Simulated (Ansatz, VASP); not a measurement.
## Ge: VASP beside Ansatz

```
Ge
1.0
     0.00000    2.82877    2.82877
     2.82877    0.00000    2.82877
     2.82877    2.82877    0.00000
Ge
2
Direct
  0.50000 0.50000 0.50000
  0.75000 0.75000 0.75000
```

Alike in both runs: task relaxation of cell and atoms; functional PBE; k mesh 14 × 14 × 14; occupations gaussian, width 0.1 eV; no spin polarisation.

|  | VASP | Ansatz |
| --- | --- | --- |
| version | VASP 6.6.1 | Ansatz 0.2.0 |
| potentials or method | VASP PAW PBE potentials, release 64 (Ge_d), cutoff 600 eV | scalar-relativistic, plane waves, PAW |
| valence electrons in the cell | 28 | 28 |

|  | VASP | Ansatz | Ansatz less VASP |
| --- | --- | --- | --- |
| gap on the k mesh at the Fermi level, each at its own relaxed structure (eV) | none | none | - |
| relaxed volume (Å³/atom) | 23.85 | 23.91 | +0.063 |
| relaxed cell length with the largest relative difference (Å) | 4.071 | 4.074 | +0.0036 |

A gap of «none» marks a metal or a gap that the smearing closes.
